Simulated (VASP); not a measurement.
CuO:

```xyz
2
Lattice="2.5526 0.0000 0.0000 0.0000 2.5526 0.0000 0.0000 0.0000 2.5526" Properties=species:S:1:pos:R:3 pbc="T T T"
Cu    0.0000    0.0000    0.0000
O     1.2763    1.2763    1.2763
```

```yaml
Program: VASP 6.6.1
Task: relaxation of cell and atoms
Functional: PBE
Potentials_or_basis: VASP PAW PBE potentials, release 64 (Cu_sv_GW, O)
Cutoff: 820 eV
k_mesh: 10 × 10 × 10
Occupations: fermi-dirac, width 0.05 eV
Spin: no spin polarisation
Hubbard_terms: Cu d U = 4.0 eV
```

At the start: pressure 18.1 GPa; volume 8.32 Å³/atom.

Task: How do energy, volume and symmetry change on relaxing?

Result: Over 3 steps the energy falls by 37.6 meV/atom and the volume is 9.04 Å³/atom (+8.7 %); space group Pm-3m (No. 221, to 0.1 Å) before and after.

The path:
```tsv
step	energy change (eV)	largest force (eV/Å)	pressure (GPa)	volume (Å³)
1	0.0000	0.0000	18.08	16.63
2	-0.0514	0.0000	-7.72	18.99
3	-0.0753	0.0000	-0.03	18.07
```

Final structure:
```yaml
crystal:
  lattice:
    - [2.62425, 0.00000, 0.00000]
    - [0.00000, 2.62425, 0.00000]
    - [0.00000, 0.00000, 2.62425]
  atoms:
    - { symbol: Cu, position: [0.00000, 0.00000, 0.00000] }
    - { symbol: O, position: [0.50000, 0.50000, 0.50000] }
```

Caveat: an odd number of electrons without spin polarisation forces a metal; a magnetic or distorted state may lie lower; U without spin polarisation on a metal has little footing.
